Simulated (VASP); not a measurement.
Al5H, 6 atoms in the cell. Symmetry: F-43m, No. 216, cubic system. The conventional cell has a = 7.215 Å, b = 7.215 Å, c = 7.215 Å, α = 90.00°, β = 90.00°, γ = 90.00°. Within 3.9 Å of Al (site symmetry -43m) lie 12 Al at 2.99 Å and 4 H at 3.12 Å. Al (site symmetry 3m) has 9 Al at 2.52 to 2.99 Å and 3 H at 2.99 Å within 3.3 Å. Within 3.9 Å of H (site symmetry -43m) lie 16 Al at 2.99 to 3.12 Å. The cell was built from a structure type or drawn by symmetry, and may not be a known phase.

* Program: VASP 6.6.1
* Task: single point
* Functional: PBE
* Potentials or basis: VASP PAW PBE potentials, release 64 (Al, H)
* Cutoff: 520 eV
* k mesh: 4 × 4 × 4
* Occupations: gaussian, width 0.1 eV
* Spin: no spin polarisation
* Dipole correction: no
* Further INCAR settings: ALGO = Normal; EDIFF = 1e-06; NBANDS = 17

Potentials or basis: VASP PAW PBE potentials, release 64 (Al, H).

Run with:

```console
$ cat potpaw_PBE.64/Al/POTCAR potpaw_PBE.64/H/POTCAR > POTCAR
$ mpirun -np 1 vasp_std > vasp.out
```

Hardware: 1 thread of Intel Xeon 8259CL (shared host).

Estimate the wall time of this run.

It took 22 s on 1 thread of Intel Xeon 8259CL, with other jobs on the host, peak memory 0.23 GiB. Counts: scf iterations 11, k points 8.
